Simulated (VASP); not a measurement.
TiO2 (kk07): single point with LDA

TiO2 (kk07):

```
Ti O
1.0
     4.59220    0.00000    0.00000
     0.00000    4.59220    0.00000
     0.00000    0.00000    2.95740
Ti O
2 4
Cartesian
  0.0000 0.0000 0.0000
  2.2961 2.2961 1.4787
  1.4004 1.4004 0.0000
  0.8957 3.6965 1.4787
  3.1918 3.1918 0.0000
  3.6965 0.8957 1.4787
```

```
Program             : VASP 6.6.1
Task                : single point
Functional          : LDA
Potentials or basis : VASP PAW LDA potentials, release 64 (Ti_sv, O)
Cutoff              : 520 eV
k mesh              : 4 × 4 × 6
Occupations         : gaussian, width 0.1 eV
Spin                : no spin polarisation
```

The pressure is -6.8 GPa, the largest force is 0.003 eV/Å and the band gap on the k mesh is 1.78 eV, direct.

Forces on the atoms (eV/Å):
```
Ti   0.000  0.000  0.000
Ti   0.000  0.000  0.000
O   -0.002 -0.002  0.000
O    0.002 -0.002  0.000
O    0.002  0.002  0.000
O   -0.002  0.002  0.000
```

Stress tensor (GPa, compression positive):
```
-5.89  0.00  0.00
 0.00 -5.89  0.00
 0.00  0.00 -8.54
```

Levels at points of the mesh, in eV from the valence-band top:
```csv
k point,band 21,band 22,band 23,band 24,band 25,band 26,band 27,band 28
"(0.00, 0.00, 0.00)",-0.70,-0.45,-0.45,0.00,1.78,2.08,2.33,2.42
"(0.50, 0.00, 0.00)",-1.66,-1.66,-0.76,-0.76,2.47,2.47,2.96,2.96
"(0.50, 0.50, 0.00)",-1.31,-1.31,-1.07,-1.07,1.83,1.83,2.45,2.45
"(0.00, 0.00, 0.50)",-2.44,-2.44,-1.44,-1.44,2.92,2.92,3.10,3.10
"(0.50, 0.00, 0.50)",-2.08,-2.08,-1.05,-1.05,1.81,1.81,3.12,3.12
"(0.50, 0.50, 0.50)",-1.31,-1.31,-0.68,-0.68,2.52,2.52,3.15,3.15
```

Run time: 78 s on 1 thread of Intel Xeon 8259CL (shared host), peak memory 0.17 GiB.

A k mesh can miss the band edges. A hybrid or GW would open this gap; LDA tends to underestimate it.
